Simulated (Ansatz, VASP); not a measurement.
# KBr in VASP and in Ansatz

File INCAR:

```
SYSTEM = KBr
PREC = Accurate
ENCUT = 520
EDIFF = 1E-7
ISMEAR = 0
SIGMA = 0.05
LREAL = .False.
LASPH = .True.
NELM = 100
ALGO = Normal
ISIF = 2
LWAVE = .False.
LCHARG = .False.
GGA = PE
NBANDS = 15
```

File KPOINTS:

```
regular mesh
0
Gamma
  6 6 6
  0 0 0
```

Contents of POSCAR:

```
KBr
1.0
    0.0000000000      3.4159687500      3.4159687500
    3.2925000000      0.1234687500      3.2925000000
    3.2925000000      3.2925000000      0.1234687500
K Br
1 1
Direct
    0.0000000000      0.0000000000      0.0000000000
    0.5000000000      0.5000000000      0.5000000000
```

Input for Ansatz:

```yaml
crystal:
  lattice:
    - [0.0, 3.41596875, 3.41596875]
    - [3.2925, 0.12346875, 3.2925]
    - [3.2925, 3.2925, 0.12346875]
  atoms:
    - { symbol: K, position: [0.0, 0.0, 0.0] }
    - { symbol: Br, position: [0.5, 0.5, 0.5] }
basis:
  ecutwfc: 420
kpoints:
  mp_grid: { grid: [6, 6, 6] }
hamiltonian:
  xc: pbe
scf:
  occupations: { method: gaussian, width: 0.05 }
output:
  forces: true
  stress: true
  eigenvalues: true
```

Change from the starting cell: strain +0.0750 x Voigt [0, 0, 0, 1, 0, 0], atoms carried along.

Alike in both runs: task single point; functional PBE; k mesh 6 × 6 × 6; occupations gaussian, width 0.05 eV; no spin polarisation.

|  | VASP | Ansatz |
| --- | --- | --- |
| version | VASP 6.6.1 | Ansatz 0.2.0 |
| potentials or method | VASP PAW PBE potentials, release 64 (K_sv, Br), cutoff 520 eV | scalar-relativistic, plane waves, PAW |
| valence electrons in the cell | 16 | 16 |

```tsv
	VASP	Ansatz	Ansatz less VASP
gap on the k mesh at the Fermi level (eV)	4.35	4.35	+0.002
least direct gap on the mesh (eV)	4.35	4.35	+0.002
pressure (GPa)	0.9	0.8	-0.04
traceless stress, the component that is largest in VASP (GPa)	-0.37	-0.38	-0.003
```
